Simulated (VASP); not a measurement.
FeSi8, 9 atoms in the cell. The structure is cubic, space group P-43m (No. 215). The conventional cell has a = 5.470 Å, b = 5.470 Å, c = 5.470 Å, α = 90.00°, β = 90.00°, γ = 90.00°. Within 3.1 Å of Fe (site symmetry -43m) lie 10 Si at 2.37 to 2.73 Å. Within 3.1 Å of Si (site symmetry -43m) lie 4 Si at 2.37 Å. Within 3.1 Å of Si (site symmetry -42m) lie 4 Si at 2.37 Å and 2 Fe at 2.73 Å. Within 3.1 Å of Si (site symmetry 3m) lie 1 Fe at 2.37 Å and 4 Si at 2.37 Å. 

```yaml
Program: VASP 6.6.1
Task: single point
Functional: PBE
Potentials_or_basis: VASP PAW PBE potentials, release 64 (Fe, Si)
Cutoff: 600 eV
k_mesh: 1 × 1 × 1
Occupations: fermi-dirac, width 0.1 eV
Spin: collinear spin, ferromagnetic start
Starting_moments: "[2.0, 0.0, 0.0, 0.0, 0.0, 0.0, 0.0, 0.0, 0.0] μB"
Dipole_correction: no
Further_INCAR_settings: ALGO = Normal; EDIFF = 1e-06; NBANDS = 34
```

Potentials or basis: VASP PAW PBE potentials, release 64 (Fe, Si).

Run with:

```bash
$ cat potpaw_PBE.64/Fe/POTCAR potpaw_PBE.64/Si/POTCAR > POTCAR
$ mpirun -np 1 vasp_gam > vasp.out
```

Hardware: 1 thread of Intel(R) Xeon(R) Platinum 8488C (Sapphire Rapids) (shared host).

Q: How long does it take, and how much memory?

A: Wall time 74 s on 1 thread of Intel(R) Xeon(R) Platinum 8488C (Sapphire Rapids), on a shared host, peak memory 0.38 GiB. Counts: scf iterations 24, k points 1.
